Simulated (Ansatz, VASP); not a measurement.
Two plane-wave programs on SrO

```xyz
2
Lattice="0.0000 2.5838 2.5838 2.5838 0.0000 2.5838 2.5838 2.5838 0.0000" Properties=species:S:1:pos:R:3 pbc="T T T"
Sr    2.5838    2.5838    2.5838
O     0.0000    0.0000    0.0000
```

Alike in both runs: task single point; functional PBE; dispersion D4; k mesh 6 × 6 × 6; occupations gaussian, width 0.1 eV; no spin polarisation.

|  | VASP | Ansatz |
| --- | --- | --- |
| version | VASP 6.6.1 | Ansatz 0.2.0 |
| potentials or method | VASP PAW PBE potentials, release 64 (Sr_sv, O) | scalar-relativistic, plane waves, PAW |
| plane-wave cutoff (eV) | 600 | 420 |
| valence electrons in the cell | 16 | 16 |

VASP gave:

| Quantity | Value |
| --- | --- |
| gap on the k mesh at the Fermi level (eV) | 3.27 |
| least direct gap on the mesh (eV) | 3.37 |
| pressure (GPa) | 0.1 |

Task: What did Ansatz give for the same quantities?

Result: gap on the k mesh at the Fermi level (eV): 3.32; least direct gap on the mesh (eV): 3.41; pressure (GPa): -0.3.
